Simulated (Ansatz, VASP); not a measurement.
**Two plane-wave programs on Mg4O**

The input INCAR:

```
SYSTEM = Mg4O
PREC = Accurate ; ENCUT = 520
EDIFF = 1E-6 ; ISMEAR = 0
SIGMA = 0.1 ; LREAL = .FALSE.
LASPH = .TRUE. ; NELM = 100
ALGO = Normal ; ISIF = 2
LWAVE = .FALSE. ; LCHARG = .FALSE.
LDIPOL = .TRUE. ; IDIPOL = 3
DIPOL = 0.5 0.5 0.326 ; GGA = CA
NBANDS = 15
```

Contents of KPOINTS:

```
regular mesh
0
G
  8 5 1
  0 0 0
```

File POSCAR:

```
Mg4O
1.0
    3.1466128697      0.0000000000      0.0000000000
    0.0000000000      5.0388886589      0.0000000000
    0.0000000000      0.0000000000     20.5846139733
Mg O
4 1
Direct
    0.0000000000      0.7500000000      0.1943198937
    0.5000000000      0.2500000000      0.2384474589
    0.5000000000      0.7500000000      0.3306067122
    0.0000000000      0.2500000000      0.3684603453
    0.2500000000      0.5000000000      0.4962256755
```

Input for Ansatz:

```yaml
crystal:
  lattice:
    - [3.1466128697, 0.0, 0.0]
    - [0.0, 5.0388886589, 0.0]
    - [0.0, 0.0, 20.5846139733]
  atoms:
    - { symbol: Mg, position: [0.0, 0.75, 0.1943198937] }
    - { symbol: Mg, position: [0.5, 0.25, 0.2384474589] }
    - { symbol: Mg, position: [0.5, 0.75, 0.3306067122] }
    - { symbol: Mg, position: [0.0, 0.25, 0.3684603453] }
    - { symbol: O, position: [0.25, 0.5, 0.4962256755] }
basis:
  ecutwfc: 420
kpoints:
  mp_grid: { grid: [8, 5, 1] }
hamiltonian:
  xc: lda
scf:
  occupations: { method: gaussian, width: 0.1 }
output:
  forces: true
  eigenvalues: true
efield:
  axis: 3
  dipole_correction: true
  ramp_width: 0.04
```

Alike in both runs: task single point; functional LDA; k mesh 8 × 5 × 1; occupations gaussian, width 0.1 eV; no spin polarisation.

```csv
,VASP,Ansatz
version,VASP 6.6.1,Ansatz 0.2.0
potentials or method,"VASP PAW LDA potentials, release 64 (Mg, O), cutoff 520 eV","scalar-relativistic, plane waves, PAW"
valence electrons in the cell,14,46
```

VASP gave:

```
gap on the k mesh at the Fermi level (eV) : none
rms of the force components (eV/Å)        : 0.640
```

Problem. Estimate Ansatz's values.

Solution. gap on the k mesh at the Fermi level (eV): none; rms of the force components (eV/Å): 0.638.

LDA's correlation is that of Perdew and Zunger in VASP and of Perdew and Wang (1992) in Ansatz. Atom by atom the forces differ by 0.008 eV/Å (rms over components). A gap of «none» marks a metal or a gap that the smearing closes. VASP's potentials hold 14 valence electrons a cell and Ansatz's 46, so a difference there can come from the potentials and not from the codes.
